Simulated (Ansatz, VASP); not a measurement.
## One calculation of Hf, two programs

```xyz
1
Lattice="-1.7682 1.7682 1.7682 1.7682 -1.7682 1.7682 1.7682 1.7682 -1.7682" Properties=species:S:1:pos:R:3 pbc="T T T"
Hf    0.0000    0.0000    0.0000
```

Change from the starting cell: volume scaled by 0.94.

Alike in both runs: task single point; functional PBEsol; k mesh 10 × 10 × 10; occupations fermi-dirac, width 0.05 eV; no spin polarisation.

```csv
,VASP,Ansatz
version,VASP 6.6.1,Ansatz 0.2.0
potentials or method,"VASP PAW PBE potentials, release 64 (Hf_pv), cutoff 520 eV","all-electron LAPW, scalar-relativistic"
```

|  | VASP | Ansatz | Ansatz less VASP |
| --- | --- | --- | --- |
| gap on the k mesh at the Fermi level (eV) | none | none | - |
| pressure (GPa) | -4.0 | -3.7 | +0.28 |

VASP's potentials were made for PBE, not for PBEsol. A gap of «none» marks a metal or a gap that the smearing closes. Ansatz ran all-electron here, and VASP with PAW potentials.

Spin-orbit coupling is off throughout.
